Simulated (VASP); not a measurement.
Write the native input for VASP 6.6.1 that does the following.

```yaml
Task: single point
Functional: LDA
Potentials_or_basis: VASP PAW LDA potentials, release 64 (Mg, S)
Cutoff: 600 eV
k_mesh: 6 × 6 × 6
Occupations: gaussian, width 0.01 eV
Spin: no spin polarisation
Dipole_correction: no
Further_INCAR_settings: ALGO = Normal; EDIFF = 1e-06; NBANDS = 11
```

The structure of MgS lies in POSCAR:

```
MgS
1.0
    0.0000000000      2.5395368125      2.5395368125
    2.5395368125      0.0000000000      2.5395368125
    2.5395368125      2.5395368125      0.0000000000
Mg S
1 1
Direct
    0.0000000000      0.0000000000      0.0000000000
    0.5000000000      0.5000000000      0.5000000000
```

The input as run:

INCAR

```
SYSTEM = MgS
ALGO = Normal
EDIFF = 1E-6
ENCUT = 600
GGA = CA
GGA_COMPAT = .False.
ISIF = 2
ISMEAR = 0
LASPH = .True.
LCHARG = .False.
LREAL = .False.
LWAVE = .False.
NBANDS = 11
NELM = 120
PREC = Accurate
SIGMA = 0.01
```

KPOINTS

```
k-points
0
Gamma
  6 6 6
  0 0 0
```

Potentials or basis: VASP PAW LDA potentials, release 64 (Mg, S).

Command:

```bash
$ cat potpaw_LDA.64/Mg/POTCAR potpaw_LDA.64/S/POTCAR > POTCAR
$ mpirun -np 1 vasp_std > vasp.out
```

Results of the run:

The pressure is 2.1 GPa. The band gap on the k mesh is 2.71 eV (least direct gap 4.09 eV).

It took 6.6 s on 1 thread of AMD EPYC 7R43 64-Core Processor (Zen 3), on a shared host, peak memory 0.12 GiB.
